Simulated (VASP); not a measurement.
Si6Ru, 7 atoms in the cell. Symmetry: Cmmm, No. 65, orthorhombic system. The conventional cell has a = 4.236 Å, b = 10.295 Å, c = 5.571 Å, α = 90.00°, β = 90.00°, γ = 90.00°. Within 3.2 Å of Si (site symmetry m) lie 7 Si at 2.42 to 3.15 Å and 1 Ru at 2.45 Å. Within 3.4 Å of Si (site symmetry m2m) lie 2 Ru at 2.47 Å and 9 Si at 2.54 to 3.36 Å. Within 3.2 Å of Ru (site symmetry mmm) lie 8 Si at 2.45 to 2.47 Å. The cell was built from a structure type or drawn by symmetry, and may not be a known phase.

| Property | Result |
| --- | --- |
| Program | VASP 6.6.1 |
| Task | single point |
| Functional | PBE |
| Potentials or basis | VASP PAW PBE potentials, release 64 (Si, Ru_pv) |
| Cutoff | 520 eV |
| k mesh | 8 × 8 × 6 |
| Occupations | gaussian, width 0.1 eV |
| Spin | no spin polarisation |
| Dipole correction | no |
| Further INCAR settings | ALGO = Normal; EDIFF = 1e-06; NBANDS = 28 |

Potentials or basis: VASP PAW PBE potentials, release 64 (Si, Ru_pv).

Command:

```sh
$ cat potpaw_PBE.64/Si/POTCAR potpaw_PBE.64/Ru_pv/POTCAR > POTCAR
$ mpirun -np 1 vasp_std > vasp.out
```

Hardware: 1 thread of Intel(R) Xeon(R) Platinum 8488C (Sapphire Rapids), on a shared host.

Problem. Estimate the wall time of this run.

Solution. Run time: 4.1 min on 1 thread of Intel(R) Xeon(R) Platinum 8488C (Sapphire Rapids), with other jobs on the host, peak memory 0.39 GiB. Counts: scf iterations 16, k points 84.
